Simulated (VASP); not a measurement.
# La2O3 (P-3m1) in VASP: a series of runs

La2O3 is run at these levels: PBE; tasks: single point.

Everything below comes from runs of VASP 6.6.1. Logs are shortened: lines on timing, memory, paths and dates and some standing lists are left out, and cuts for length are marked.

## Step 1: The cell of the first run

Symmetry: P-3m1, No. 164, trigonal system. The conventional cell has a = 3.886 Å, b = 3.886 Å, c = 5.874 Å, α = 90.00°, β = 90.00°, γ = 120.00°. La (site symmetry 3m) has 7 O at 2.33 to 2.65 Å within 3.1 Å. O (site symmetry 3m) has 4 La at 2.33 to 2.40 Å and 6 O at 2.85 to 3.05 Å within 3.1 Å. Within 3.5 Å of O (site symmetry -3m) lie 6 La at 2.65 Å and 6 O at 3.05 Å.

## Step 2: Single point, PBE

Input file INCAR:

```
PREC     = Accurate       # precision mode
ENCUT    = 520            # plane-wave cutoff, eV
EDIFF    = 1E-6           # SCF threshold, eV
ISMEAR   = 0              # smearing method
SIGMA    = 0.01           # smearing width, eV
LREAL    = F              # projectors in reciprocal space
LASPH    = T              # aspherical terms in the spheres
NELM     = 60             # most SCF steps
ALGO     = Normal         # electronic algorithm
ISIF     = 2              # what is computed and relaxed
LWAVE    = F              # write WAVECAR
LCHARG   = F              # write CHGCAR
GGA      = PE             # functional
NBANDS   = 28             # bands
```

Input file KPOINTS:

```
regular mesh
0
Gamma
  6 6 4
```

Input file POSCAR:

```
La2O3
1.0
    3.8864070806      0.0000000000      0.0000000000
   -1.9432035403      3.3657272613      0.0000000000
    0.0000000000      0.0000000000      5.8743785676
La O
2 3
Direct
    0.6666666667      0.3333333333      0.7587124900
    0.3333333333      0.6666666667      0.2412875100
    0.6666666667      0.3333333333      0.3509322870
    0.3333333333      0.6666666667      0.6490677130
    0.0000000000      0.0000000000      0.0000000000
```

Potentials or basis: VASP PAW PBE potentials, release 64 (La, O).

Started as:

```sh
$ cat potpaw_PBE.64/La/POTCAR potpaw_PBE.64/O/POTCAR > POTCAR
$ mpirun -np 1 vasp_std > vasp.out
```

OUTCAR:

```text
PREC = Accurate
   ENCUT = 520
   EDIFF = 1E-6
   ISMEAR = 0
   LREAL = F
   LASPH = T
   NELM = 60
   ISIF = 2
   GGA = PE

 ion  position               nearest neighbor table
   1  0.667  0.333  0.759-   4 2.33   4 2.33   4 2.33   3 2.40   5 2.65   5 2.65   5 2.65   2 3.62
                             2 3.62   2 3.62
   2  0.333  0.667  0.241-   3 2.33   3 2.33   3 2.33   4 2.40   5 2.65   5 2.65   5 2.65   1 3.62
                             1 3.62   1 3.62
   3  0.667  0.333  0.351-   2 2.33   2 2.33   2 2.33   1 2.40
   4  0.333  0.667  0.649-   1 2.33   1 2.33   1 2.33   2 2.40
   5  0.000  0.000  0.000-   1 2.65   2 2.65   1 2.65   2 2.65   1 2.65   2 2.65

  LATTYP: Found a hexagonal cell.
 ALAT       =     3.8864070806
 C/A-ratio  =     1.5115191090

  Lattice vectors:

 A1 = (   3.8864070806,   0.0000000000,   0.0000000000)
 A2 = (  -1.9432035403,   3.3657272613,   0.0000000000)
 A3 = (   0.0000000000,   0.0000000000,   5.8743785676)

Analysis of symmetry for initial positions (statically):
=====================================================================
 Subroutine PRICEL returns:
 Original cell was already a primitive cell.

 Routine SETGRP: Setting up the symmetry group for a
 hexagonal supercell.

 Subroutine GETGRP returns: Found 12 space group operations
 (whereof 12 operations were pure point group operations)
 out of a pool of 24 trial point group operations.

The static configuration has the point symmetry D_3d.

Analysis of symmetry for dynamics (positions and initial velocities):
=====================================================================
 Subroutine PRICEL returns:
 Original cell was already a primitive cell.

 Routine SETGRP: Setting up the symmetry group for a
 hexagonal supercell.

 Subroutine GETGRP returns: Found 12 space group operations
 (whereof 12 operations were pure point group operations)
 out of a pool of 24 trial point group operations.

The dynamic configuration has the point symmetry D_3d.

 Subroutine INISYM returns: Found 12 space group operations
 (whereof 12 operations are pure point group operations),
 and found     1 'primitive' translations

----------------------------------------------------------------------------------------

                                     Primitive cell

  volume of cell :      76.8403

  direct lattice vectors                    reciprocal lattice vectors
     3.886407081  0.000000000  0.000000000     0.257307065  0.148556303  0.000000000
    -1.943203540  3.365727261  0.000000000     0.000000000  0.297112607  0.000000000
     0.000000000  0.000000000  5.874378568     0.000000000  0.000000000  0.170230772

  length of vectors
     3.886407081  3.886407081  5.874378568     0.297112607  0.297112607  0.170230772

  position of ions in fractional coordinates (direct lattice)
     0.666666667  0.333333333  0.758712490
     0.333333333  0.666666667  0.241287510
     0.666666667  0.333333333  0.350932287
     0.333333333  0.666666667  0.649067713
     0.000000000  0.000000000  0.000000000

  ion indices of the primitive-cell ions
   primitive index   ion index
                 1           1
                 2           2
                 3           3
                 4           4
                 5           5

----------------------------------------------------------------------------------------

 KPOINTS: regular mesh

Automatic generation of k-mesh.
 Grid dimensions read from file:
 generate k-points for:    6    6    4

 Generating k-lattice:

  Cartesian coordinates                     Fractional coordinates (reciprocal lattice)
     0.042884511  0.024759384  0.000000000     0.166666667  0.000000000  0.000000000
     0.000000000  0.049518768  0.000000000     0.000000000  0.166666667  0.000000000
     0.000000000  0.000000000  0.042557693     0.000000000  0.000000000  0.250000000

  Length of vectors
     0.049518768  0.049518768  0.042557693

  Shift w.r.t. Gamma in fractional coordinates (k-lattice)
     0.000000000  0.000000000  0.000000000

 Subroutine IBZKPT returns following result:
 ===========================================

 Found     24 irreducible k-points:

 Following reciprocal coordinates:
            Coordinates               Weight
  0.000000  0.000000  0.000000      1.000000
  0.166667 -0.000000  0.000000      6.000000
  0.333333 -0.000000  0.000000      6.000000
  0.500000  0.000000  0.000000      3.000000
  0.166667  0.166667  0.000000      6.000000
  0.333333  0.166667  0.000000     12.000000
[... 16 lines left out ...]
  0.333333  0.166667  0.500000     12.000000
  0.333333  0.333333  0.500000      2.000000
   k-points           NKPTS =     24   k-points in BZ     NKDIM =     24   number of bands    NBANDS=     28
   number of dos      NEDOS =    301   number of ions     NIONS =      5
   total plane-waves  NPLWV =  43200
   dimension x,y,z NGX =    30 NGY =   30 NGZ =   48
   dimension x,y,z NGXF=    60 NGYF=   60 NGZF=   96
   ions per type =               2   3
   NGX,Y,Z   is equivalent  to a cutoff of  12.83, 12.83, 13.58 a.u.
   NGXF,Y,Z  is equivalent  to a cutoff of  25.67, 25.67, 27.17 a.u.
 SYSTEM =  unknown system
   PREC   = accura    normal or accurate (medium, high low for compatibility)
   ISTART =      0    job   : 0-new  1-cont  2-samecut
   ICHARG =      2    charge: 1-file 2-atom 10-const
   ISPIN  =      1    spin polarized calculation?
   LNONCOLLINEAR =      F non collinear calculations
   LSORBIT =      F    spin-orbit coupling
   LASPH  =      T    aspherical Exc in radial PAW
   ENCUT  =  520.0 eV  38.22 Ry    6.18 a.u.   7.23  7.23 10.92*2*pi/ulx,y,z
   NELM   =     60;   NELMIN=  2; NELMDL= -5     # of ELM steps
   EDIFF  = 0.1E-05   stopping-criterion for ELM
   LREAL  =      F    real-space projection
   EDIFFG = 0.1E-04   stopping-criterion for IOM
   NSW    =      0    number of steps for IOM
   IBRION =     -1    ionic relax: 0-MD 1-quasi-New 2-CG
   NFREE  =      0    steps in history (QN), initial steepest desc. (CG)
   ISIF   =      2    stress and relaxation
   ISYM   =      2    0-nonsym 1-usesym 2-fastsym
   POTIM  = 0.5000    time-step for ionic-motion
   TEBEG  =    0.0;   TEEND  =   0.0 temperature during run
   PSTRESS=    0.0 pullay stress
   NELECT =      40.0000    total number of electrons
   NUPDOWN=      -1.0000    fix difference up-down
   EMIN   =  10.00;   EMAX   =-10.00  energy-range for DOS
   EFERMI =   0.00;   METHOD = LEGACY
   ISMEAR =     0;   SIGMA  =   0.01  broadening in eV -4-tet -1-fermi 0-gaus
   EFERMI_NEDOS =   21; number of points for ismear=-14 and -15
   IALGO  =     38    algorithm
   IMIX   =      4    mixing-type and parameters
     AMIX     =   0.40;   BMIX     =  1.00
     AMIX_MAG =   1.60;   BMIX_MAG =  1.00
  volume/ion in A,a.u.               =      15.37       103.71
  Fermi-wavevector in a.u.,A,eV,Ry     =   1.316937  2.488651 23.596910  1.734324
  Thomas-Fermi vector in A             =   2.447014
   LORBIT       =      0    0 simple, 1 ext, 2 COOP (PROOUT), +10 PAW based schemes
   GGA     = PE    functional components
   LHFCALC =     F    Hartree Fock is set to
   AEXX    =    0.0000 exact exchange contribution
   IVDW    =     0    specifies the selected vdW correction
   LEPSILON=     F    determine dielectric tensor
   LRPA    =     F    only Hartree local field effects (RPA)
 non-spin polarized calculation
 Gauss-broadening in eV      SIGMA  =   0.01
  energy-cutoff  :      520.00
  volume of cell :       76.84
 maximum number of plane-waves:      2097
 NGX is ok and might be reduce to    30
   NGX = 15   NGY = 15   NGZ = 21

 number of electron      39.9999990 magnetization

 Free energy of the ion-electron system (eV)
  ---------------------------------------------------
  ext. energy  EPLUGINS =         0.00000000
  ---------------------------------------------------
  free energy    TOTEN  =       -41.64264198 eV

  energy without entropy =      -41.64264198  energy(sigma->0) =      -41.64264198

 E-fermi :   6.6988     XC(G=0): -10.7913

 val. band max:        6.6393212784   @ k =   0.5000   0.0000   0.5000
 cond. band min:      10.5133636238   @ k =   0.3333   0.3333   0.0000
 fundamental gap:      3.8740423454
 Fermi energy:         6.6988107093

 k-point     1 :       0.0000    0.0000    0.0000
  band No.  band energies     occupation
      1     -23.0683      2.00000
      2     -22.7183      2.00000
      3     -10.5274      2.00000
      4      -9.1931      2.00000
      5      -8.7807      2.00000
      6      -6.5306      2.00000
[... 20 lines left out ...]
     27      12.2774      0.00000
     28      12.5596      0.00000

 k-point     2 :       0.1667   -0.0000    0.0000
  band No.  band energies     occupation
      1     -23.0097      2.00000
      2     -22.6993      2.00000
      3     -10.5060      2.00000
      4      -9.6798      2.00000
      5      -9.1449      2.00000
      6      -6.6595      2.00000
[... 20 lines left out ...]
     27      12.3958      0.00000
     28      12.4915      0.00000

 k-point     3 :       0.3333   -0.0000    0.0000
  band No.  band energies     occupation
      1     -22.8768      2.00000
      2     -22.6730      2.00000
      3     -10.6759      2.00000
      4     -10.4583      2.00000
      5      -9.2315      2.00000
      6      -6.8783      2.00000
[... 20 lines left out ...]
     27      12.3468      0.00000
     28      12.3637      0.00000

 k-point     4 :       0.5000    0.0000    0.0000
  band No.  band energies     occupation
      1     -22.7905      2.00000
      2     -22.6777      2.00000
      3     -10.8345      2.00000
      4     -10.7974      2.00000
      5      -9.0168      2.00000
      6      -7.2970      2.00000
[... 578 lines left out ...]
     27      12.2689      0.00000
     28      12.4341      0.00000

 k-point    23 :       0.3333    0.1667    0.5000
  band No.  band energies     occupation
      1     -22.7349      2.00000
      2     -22.7323      2.00000
      3     -10.9882      2.00000
      4     -10.7689      2.00000
      5      -9.1387      2.00000
      6      -6.9285      2.00000
[... 20 lines left out ...]
     27      12.2760      0.00000
     28      12.3352      0.00000

 k-point    24 :       0.3333    0.3333    0.5000
  band No.  band energies     occupation
      1     -22.7124      2.00000
      2     -22.7124      2.00000
      3     -10.9221      2.00000
      4     -10.9221      2.00000
      5      -9.4488      2.00000
      6      -7.1555      2.00000
[... 20 lines left out ...]
     27      12.2888      0.00000
     28      12.3002      0.00000

------------------------ aborting loop because EDIFF is reached ----------------------------------------

  FORCE on cell =-STRESS in cart. coord.  units (eV):
  Direction    XX          YY          ZZ          XY          YZ          ZX
  --------------------------------------------------------------------------------------
  -------------------------------------------------------------------------------------
  Total        4.6251794      4.6251794      4.6649957      0.0000000      0.0000000      0.0000000
  in kB       96.4384063     96.4384063     97.2686062      0.0000000      0.0000000      0.0000000
  external PRESSURE =      96.7151396 kB  Pullay stress =       0.0000000 kB

 VOLUME and BASIS-vectors are now :
 -----------------------------------------------------------------------------
  energy-cutoff  :      520.00
  volume of cell :       76.84
      direct lattice vectors                 reciprocal lattice vectors
     3.886407081  0.000000000  0.000000000     0.257307065  0.148556303  0.000000000
    -1.943203540  3.365727261  0.000000000     0.000000000  0.297112607  0.000000000
     0.000000000  0.000000000  5.874378568     0.000000000  0.000000000  0.170230772

 POSITION                                       TOTAL-FORCE (eV/Angst)
 -----------------------------------------------------------------------------------
      1.94320      1.12191      4.45696        -0.000000      0.000000     -0.014489
     -0.00000      2.24382      1.41741         0.000000     -0.000000      0.014489
      1.94320      1.12191      2.06151         0.000000      0.000000     -0.005820
     -0.00000      2.24382      3.81287        -0.000000      0.000000      0.005820
      0.00000      0.00000      0.00000         0.000000      0.000000     -0.000000
 -----------------------------------------------------------------------------------
    total drift:                               -0.000000      0.000000     -0.000000

  FREE ENERGIE OF THE ION-ELECTRON SYSTEM (eV)
  ---------------------------------------------------
  free  energy   TOTEN  =       -41.6426419758 eV

  energy  without entropy=      -41.6426419758  energy(sigma->0) =      -41.64264198
```

It took 71 s on 1 thread of Intel Xeon Platinum 8259CL at 2.50GHz (Skylake/Cascade Lake), shared host; peak memory 0.23 GiB.

What came out:

* Free energy: -41.6426 eV
* Pressure: 9.7 GPa
* Largest force: 0.014 eV/Å
* Band gap on the k mesh: 3.87 eV, indirect (least direct gap 3.97 eV)

Forces in eV/Å, atoms in the order of the input:
```
La   0.000  0.000 -0.014
La   0.000  0.000  0.014
O    0.000  0.000 -0.006
O    0.000  0.000  0.006
O    0.000  0.000  0.000
```

Stress tensor (GPa, compression positive):
```
9.64 0.00 0.00
0.00 9.64 0.00
0.00 0.00 9.73
```

Levels at points of the mesh, in eV from the valence-band top:
```
           k point  band 18  band 19  band 20  band 21  band 22  band 23
(0.00, 0.00, 0.00)    -0.49    -0.49    -0.21     4.50     4.50     4.52
(0.50, 0.00, 0.00)    -0.70    -0.44    -0.33     3.91     4.86     5.37
(0.00, 0.00, 0.50)    -0.91    -0.35    -0.35     4.71     4.71     4.87
(0.50, 0.00, 0.50)    -0.80    -0.40     0.00     4.58     4.79     5.25
```

Caveat: spin-orbit coupling is left out, which moves the levels of the heavy elements.

[end of part 1 of 2]
